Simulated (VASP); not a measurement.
# ZrGa3As4 (Pm-3m) in VASP: single point with PBE

Aim: the single point of ZrGa3As4 with PBE.

All numbers are computed with VASP 6.6.1; they aren't measurements. Logs are shortened: lines on timing, memory, paths and dates and some standing lists are left out, and cuts for length are marked.

### 1 The cell of the first run

The structure is cubic, space group Pm-3m (No. 221). Conventional cell: a = 5.471 Å, b = 5.471 Å, c = 5.471 Å, α = 90.00°, β = 90.00°, γ = 90.00°. Zr (site symmetry m-3m) has 6 As at 2.74 Å within 3.6 Å. Ga (site symmetry 4/mmm) has 6 As at 2.74 Å within 3.6 Å. Within 3.6 Å of As (site symmetry 4/mmm) lie 2 Zr at 2.74 Å and 4 Ga at 2.74 Å. Within 3.6 Å of As (site symmetry m-3m) lie 6 Ga at 2.74 Å.

### 2 Single point, PBE

POSCAR reads:

```
ZrGa3As4
1.0
    5.4708003865      0.0000000000      0.0000000000
    0.0000000000      5.4708003865      0.0000000000
    0.0000000000      0.0000000000      5.4708003865
Zr Ga As
1 3 4
Direct
    0.5000000000      0.5000000000      0.5000000000
    0.5000000000      0.0000000000      0.0000000000
    0.0000000000      0.5000000000      0.0000000000
    0.0000000000      0.0000000000      0.5000000000
    0.0000000000      0.5000000000      0.5000000000
    0.5000000000      0.0000000000      0.5000000000
    0.5000000000      0.5000000000      0.0000000000
    0.0000000000      0.0000000000      0.0000000000
```

INCAR.step1 reads:

```
ALGO     = Normal         # electronic algorithm
EDIFF    = 1E-7           # SCF threshold, eV
ENCUT    = 520            # plane-wave cutoff, eV
GGA      = PE             # functional
ISIF     = 2              # what is computed and relaxed
ISMEAR   = 0              # smearing method
LASPH    = T              # aspherical terms in the spheres
LCHARG   = T              # write CHGCAR
LMAXMIX  = 4              # l up to which the mixer works
LREAL    = F              # projectors in reciprocal space
LWAVE    = F              # write WAVECAR
NBANDS   = 46             # bands
NELM     = 60             # most SCF steps
PREC     = Accurate       # precision mode
SIGMA    = 0.1            # smearing width, eV
```

KPOINTS.step1 reads:

```
k-points
0
Gamma
  8 8 8
```

INCAR.step2 reads:

```
ALGO     = Normal         # electronic algorithm
EDIFF    = 1E-7           # SCF threshold, eV
ENCUT    = 520            # plane-wave cutoff, eV
GGA      = PE             # functional
ICHARG   = 11             # starting density
ISIF     = 2              # what is computed and relaxed
ISMEAR   = -5             # smearing method
LASPH    = T              # aspherical terms in the spheres
LCHARG   = F              # write CHGCAR
LMAXMIX  = 4              # l up to which the mixer works
LORBIT   = 10             # projections on sites
LREAL    = F              # projectors in reciprocal space
LWAVE    = F              # write WAVECAR
NBANDS   = 46             # bands
NEDOS    = 2001           # points of the DOS
NELM     = 60             # most SCF steps
PREC     = Accurate       # precision mode
SIGMA    = 0.1            # smearing width, eV
```

KPOINTS.step2 reads:

```
k-points
0
Gamma
  12 12 12
```

Potentials or basis: VASP PAW PBE potentials, release 64 (Zr_sv, Ga_d, As).

Run with:

```console
cat potpaw_PBE.64/Zr_sv/POTCAR potpaw_PBE.64/Ga_d/POTCAR potpaw_PBE.64/As/POTCAR > POTCAR
cp INCAR.step1 INCAR
cp KPOINTS.step1 KPOINTS
mpirun -np 1 vasp_std > vasp.out
cp INCAR.step2 INCAR
cp KPOINTS.step2 KPOINTS
mpirun -np 1 vasp_std > vasp.out
```

OUTCAR:

```text
EDIFF = 1E-7
   ENCUT = 520
   GGA = PE
   ICHARG = 11
   ISIF = 2
   ISMEAR = -5
   LASPH = T
   LORBIT = 10
   LREAL = F
   NELM = 60
   PREC = Accurate

 ion  position               nearest neighbor table
   1  0.500  0.500  0.500-   5 2.74   6 2.74   7 2.74   7 2.74   6 2.74   5 2.74
   2  0.500  0.000  0.000-   6 2.74   7 2.74   8 2.74   6 2.74   7 2.74   8 2.74
   3  0.000  0.500  0.000-   5 2.74   7 2.74   8 2.74   5 2.74   8 2.74   7 2.74
   4  0.000  0.000  0.500-   5 2.74   6 2.74   8 2.74   8 2.74   5 2.74   6 2.74
   5  0.000  0.500  0.500-   1 2.74   3 2.74   4 2.74   3 2.74   4 2.74   1 2.74
   6  0.500  0.000  0.500-   1 2.74   2 2.74   4 2.74   2 2.74   1 2.74   4 2.74
   7  0.500  0.500  0.000-   1 2.74   2 2.74   3 2.74   1 2.74   2 2.74   3 2.74
   8  0.000  0.000  0.000-   2 2.74   3 2.74   4 2.74   4 2.74   3 2.74   2 2.74

  LATTYP: Found a simple cubic cell.
 ALAT       =     5.4708003865

  Lattice vectors:

 A1 = (   5.4708003865,   0.0000000000,   0.0000000000)
 A2 = (   0.0000000000,   5.4708003865,   0.0000000000)
 A3 = (   0.0000000000,   0.0000000000,   5.4708003865)

Analysis of symmetry for initial positions (statically):
=====================================================================
 Subroutine PRICEL returns:
 Original cell was already a primitive cell.

 Routine SETGRP: Setting up the symmetry group for a
 simple cubic supercell.

 Subroutine GETGRP returns: Found 48 space group operations
 (whereof 48 operations were pure point group operations)
 out of a pool of 48 trial point group operations.

The static configuration has the point symmetry O_h .

Analysis of symmetry for dynamics (positions and initial velocities):
=====================================================================
 Subroutine PRICEL returns:
 Original cell was already a primitive cell.

 Routine SETGRP: Setting up the symmetry group for a
 simple cubic supercell.

 Subroutine GETGRP returns: Found 48 space group operations
 (whereof 48 operations were pure point group operations)
 out of a pool of 48 trial point group operations.

The dynamic configuration has the point symmetry O_h .

 Subroutine INISYM returns: Found 48 space group operations
 (whereof 48 operations are pure point group operations),
 and found     1 'primitive' translations

----------------------------------------------------------------------------------------

                                     Primitive cell

  volume of cell :     163.7392

  direct lattice vectors                    reciprocal lattice vectors
     5.470800386  0.000000000  0.000000000     0.182788610  0.000000000  0.000000000
     0.000000000  5.470800386  0.000000000     0.000000000  0.182788610  0.000000000
     0.000000000  0.000000000  5.470800386     0.000000000  0.000000000  0.182788610

  length of vectors
     5.470800386  5.470800386  5.470800386     0.182788610  0.182788610  0.182788610

  position of ions in fractional coordinates (direct lattice)
     0.500000000  0.500000000  0.500000000
     0.500000000  0.000000000  0.000000000
     0.000000000  0.500000000  0.000000000
     0.000000000  0.000000000  0.500000000
     0.000000000  0.500000000  0.500000000
     0.500000000  0.000000000  0.500000000
     0.500000000  0.500000000  0.000000000
     0.000000000  0.000000000  0.000000000

  ion indices of the primitive-cell ions
   primitive index   ion index
                 1           1
                 2           2
                 3           3
                 4           4
                 5           5
                 6           6
                 7           7
                 8           8

----------------------------------------------------------------------------------------

 KPOINTS: k-points

Automatic generation of k-mesh.
 Grid dimensions read from file:
 generate k-points for:   12   12   12

 Generating k-lattice:

  Cartesian coordinates                     Fractional coordinates (reciprocal lattice)
     0.015232384  0.000000000  0.000000000     0.083333333  0.000000000  0.000000000
     0.000000000  0.015232384  0.000000000     0.000000000  0.083333333  0.000000000
     0.000000000  0.000000000  0.015232384     0.000000000  0.000000000  0.083333333

  Length of vectors
     0.015232384  0.015232384  0.015232384

  Shift w.r.t. Gamma in fractional coordinates (k-lattice)
     0.000000000  0.000000000  0.000000000

 TETIRR: Found    854 inequivalent tetrahedra from    10368

 Subroutine IBZKPT returns following result:
 ===========================================

 Found     84 irreducible k-points:

 Following reciprocal coordinates:
            Coordinates               Weight
  0.000000  0.000000  0.000000      1.000000
  0.083333  0.000000  0.000000      6.000000
  0.166667  0.000000  0.000000      6.000000
  0.250000  0.000000  0.000000      6.000000
  0.333333  0.000000  0.000000      6.000000
  0.416667  0.000000  0.000000      6.000000
[... 16 lines left out ...]
  0.333333  0.333333  0.000000     12.000000
  0.416667  0.333333  0.000000     24.000000
 [... further k-points ...]
   k-points           NKPTS =     84   k-points in BZ     NKDIM =     84   number of bands    NBANDS=     46
   number of dos      NEDOS =   2001   number of ions     NIONS =      8
   total plane-waves  NPLWV =  74088
   dimension x,y,z NGX =    42 NGY =   42 NGZ =   42
   dimension x,y,z NGXF=    84 NGYF=   84 NGZF=   84
   ions per type =               1   3   4
   NGX,Y,Z   is equivalent  to a cutoff of  12.76, 12.76, 12.76 a.u.
   NGXF,Y,Z  is equivalent  to a cutoff of  25.53, 25.53, 25.53 a.u.
 SYSTEM =  unknown system
   PREC   = accura    normal or accurate (medium, high low for compatibility)
   ISTART =      0    job   : 0-new  1-cont  2-samecut
   ICHARG =     11    charge: 1-file 2-atom 10-const
   ISPIN  =      1    spin polarized calculation?
   LNONCOLLINEAR =      F non collinear calculations
   LSORBIT =      F    spin-orbit coupling
   LASPH  =      T    aspherical Exc in radial PAW
   ENCUT  =  520.0 eV  38.22 Ry    6.18 a.u.  10.17 10.17 10.17*2*pi/ulx,y,z
   NELM   =     60;   NELMIN=  2; NELMDL=  0     # of ELM steps
   EDIFF  = 0.1E-06   stopping-criterion for ELM
   LREAL  =      F    real-space projection
   EDIFFG = 0.1E-05   stopping-criterion for IOM
   NSW    =      0    number of steps for IOM
   IBRION =     -1    ionic relax: 0-MD 1-quasi-New 2-CG
   NFREE  =      0    steps in history (QN), initial steepest desc. (CG)
   ISIF   =      2    stress and relaxation
   ISYM   =      2    0-nonsym 1-usesym 2-fastsym
   POTIM  = 0.5000    time-step for ionic-motion
   TEBEG  =    0.0;   TEEND  =   0.0 temperature during run
   PSTRESS=    0.0 pullay stress
   NELECT =      71.0000    total number of electrons
   NUPDOWN=      -1.0000    fix difference up-down
   EMIN   =  10.00;   EMAX   =-10.00  energy-range for DOS
   EFERMI =   0.00;   METHOD = LEGACY
   ISMEAR =    -5;   SIGMA  =   0.10  broadening in eV -4-tet -1-fermi 0-gaus
   EFERMI_NEDOS =   21; number of points for ismear=-14 and -15
   IALGO  =     38    algorithm
   IMIX   =      4    mixing-type and parameters
     AMIX     =   0.40;   BMIX     =  1.00
     AMIX_MAG =   1.60;   BMIX_MAG =  1.00
  volume/ion in A,a.u.               =      20.47       138.12
  Fermi-wavevector in a.u.,A,eV,Ry     =   1.239111  2.341580 20.890319  1.535395
  Thomas-Fermi vector in A             =   2.373608
   LORBIT       =     10    0 simple, 1 ext, 2 COOP (PROOUT), +10 PAW based schemes
   GGA     = PE    functional components
   LHFCALC =     F    Hartree Fock is set to
   AEXX    =    0.0000 exact exchange contribution
   IVDW    =     0    specifies the selected vdW correction
   LEPSILON=     F    determine dielectric tensor
   LRPA    =     F    only Hartree local field effects (RPA)
 non-spin polarized calculation
 Fermi weights with tetrahedron method with Bloechl corrections
  energy-cutoff  :      520.00
  volume of cell :      163.74
 maximum number of plane-waves:      4436
 NGX is ok and might be reduce to    42

 number of electron      70.9999957 magnetization

 Free energy of the ion-electron system (eV)
  ---------------------------------------------------
  ext. energy  EPLUGINS =         0.00000000
  ---------------------------------------------------
  free energy    TOTEN  =       -37.81608247 eV

  energy without entropy =      -37.81608247  energy(sigma->0) =      -37.81608247

 E-fermi :   5.6078     XC(G=0): -10.5344

 val. band max:        5.6400148062   @ k =   0.5000   0.5000   0.0000
 cond. band min:       5.6187659941   @ k =   0.3333   0.3333   0.2500
 fundamental gap:     -0.0212488121
 Fermi energy:         5.6078346202

 k-point     1 :       0.0000    0.0000    0.0000
  band No.  band energies     occupation
      1     -43.9380      2.00000
      2     -21.9719      2.00000
      3     -21.9719      2.00000
      4     -21.9719      2.00000
      5      -9.2282      2.00000
      6      -9.2016      2.00000
[... 38 lines left out ...]
     45      10.7911      0.00000
     46      10.7911      0.00000

 k-point     2 :       0.0833    0.0000    0.0000
  band No.  band energies     occupation
      1     -43.9380      2.00000
      2     -21.9721      2.00000
      3     -21.9719      2.00000
      4     -21.9719      2.00000
      5      -9.2257      2.00000
      6      -9.2005      2.00000
[... 1070 lines left out ...]
 k-point    24 :       0.4167    0.3333    0.0000
  band No.  band energies     occupation
      1     -43.9382      2.00000
      2     -21.9747      2.00000
      3     -21.9741      2.00000
      4     -21.9714      2.00000
      5      -9.1681      2.00000
      6      -9.1593      2.00000
[... 38 lines left out ...]
     45       9.7593      0.00000
     46      10.5817      0.00000

 [... further k-points ...]

------------------------ aborting loop because EDIFF is reached ----------------------------------------

  FORCE on cell =-STRESS in cart. coord.  units (eV):
  Direction    XX          YY          ZZ          XY          YZ          ZX
  --------------------------------------------------------------------------------------
  -------------------------------------------------------------------------------------
  Total       -0.4030846     -0.4030846     -0.4030846      0.0000000     -0.0000000      0.0000000
  in kB       -3.9441569     -3.9441569     -3.9441569      0.0000000     -0.0000000      0.0000000
  external PRESSURE =      -3.9441569 kB  Pullay stress =       0.0000000 kB

 VOLUME and BASIS-vectors are now :
 -----------------------------------------------------------------------------
  energy-cutoff  :      520.00
  volume of cell :      163.74
      direct lattice vectors                 reciprocal lattice vectors
     5.470800386  0.000000000  0.000000000     0.182788610  0.000000000  0.000000000
     0.000000000  5.470800386  0.000000000     0.000000000  0.182788610  0.000000000
     0.000000000  0.000000000  5.470800386     0.000000000  0.000000000  0.182788610

 POSITION                                       TOTAL-FORCE (eV/Angst)
 -----------------------------------------------------------------------------------
      2.73540      2.73540      2.73540         0.000000      0.000000      0.000000
      2.73540      0.00000      0.00000         0.000000      0.000000      0.000000
      0.00000      2.73540      0.00000         0.000000      0.000000      0.000000
      0.00000      0.00000      2.73540         0.000000      0.000000      0.000000
      0.00000      2.73540      2.73540         0.000000      0.000000      0.000000
      2.73540      0.00000      2.73540         0.000000      0.000000      0.000000
      2.73540      2.73540      0.00000         0.000000      0.000000      0.000000
      0.00000      0.00000      0.00000         0.000000      0.000000      0.000000
 -----------------------------------------------------------------------------------
    total drift:                               -0.000000      0.000000     -0.000000

  FREE ENERGIE OF THE ION-ELECTRON SYSTEM (eV)
  ---------------------------------------------------
  free  energy   TOTEN  =       -37.8160824733 eV

  energy  without entropy=      -37.8160824733  energy(sigma->0) =      -37.81608247

 total charge

# of ion       s       p       d       tot
------------------------------------------
    1        2.170   5.989   1.512   9.671
    2        0.945   0.553   9.981  11.479
    3        0.945   0.553   9.981  11.479
    4        0.945   0.553   9.981  11.479
    5        1.243   1.538   0.031   2.811
    6        1.243   1.538   0.031   2.811
    7        1.243   1.538   0.031   2.811
    8        1.261   1.415   0.030   2.707
--------------------------------------------------
tot          9.995  13.678  31.576  55.249
```

Run time: 7.8 min. Hardware: 1 thread of Intel Xeon Platinum 8488C (Sapphire Rapids), shared host; peak memory 0.64 GiB.

Results:

```yaml
Valence_electrons_inside_the_program's_atomic_spheres: Zr 9.67; Ga 11.48; As 2.81, 2.71 (each value once)
```

Caveat: tetrahedron occupations give inexact forces and stress in metals.
